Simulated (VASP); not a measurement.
Input of a VASP 6.6.1 run:

Contents of INCAR:

```
SYSTEM = Mg2Cd3Te5
PREC = Accurate
ENCUT = 520
EDIFF = 1E-7
ISMEAR = 0
SIGMA = 0.1
LREAL = .FALSE.
LASPH = .TRUE.
NELM = 100
ALGO = Normal
ISIF = 2
LWAVE = .FALSE.
LCHARG = .FALSE.
GGA = PE
NBANDS = 46
```

File KPOINTS:

```
regular mesh
0
G
  4 4 4
  0 0 0
```

POSCAR

```
Mg2Cd3Te5
1.0
   -2.3271151823      4.0306817307     -0.0000000035
   -4.6542303645      0.0000000000      0.0000000000
   -2.3271151823      1.3435605936     18.9387881988
Mg Cd Te
2 3 5
Direct
    0.9998720000      0.9998720000      0.0003840000
    0.7994510000      0.7994510000      0.6016470000
    0.6005290000      0.6005290000      0.1984130000
    0.1996780000      0.1996780000      0.4009660000
    0.4001820000      0.4001820000      0.7994540000
    0.6510110000      0.6510110000      0.0469670000
    0.2500290000      0.2500290000      0.2499130000
    0.8491170000      0.8491170000      0.4526490000
    0.4506020000      0.4506020000      0.6481940000
    0.0495290000      0.0495290000      0.8514130000
```

Potentials or basis: VASP PAW PBE potentials, release 64 (Mg, Cd, Te).

The run is started by

```console
$ cat potpaw_PBE.64/Mg/POTCAR potpaw_PBE.64/Cd/POTCAR potpaw_PBE.64/Te/POTCAR > POTCAR
$ mpirun -np 1 vasp_std > vasp.out
```

Q: What does it give for the largest force?

A: 0.034 eV/Å.

Q: Estimate the band gap on the k mesh.

A: 1.05 eV.

Stress tensor (GPa, compression positive):
```
 0.20  0.00  0.00
 0.00  0.20  0.00
 0.00  0.00 -0.02
```

Caveat: spin-orbit coupling is left out, which moves the levels of the heavy elements. A k mesh can miss the band edges.
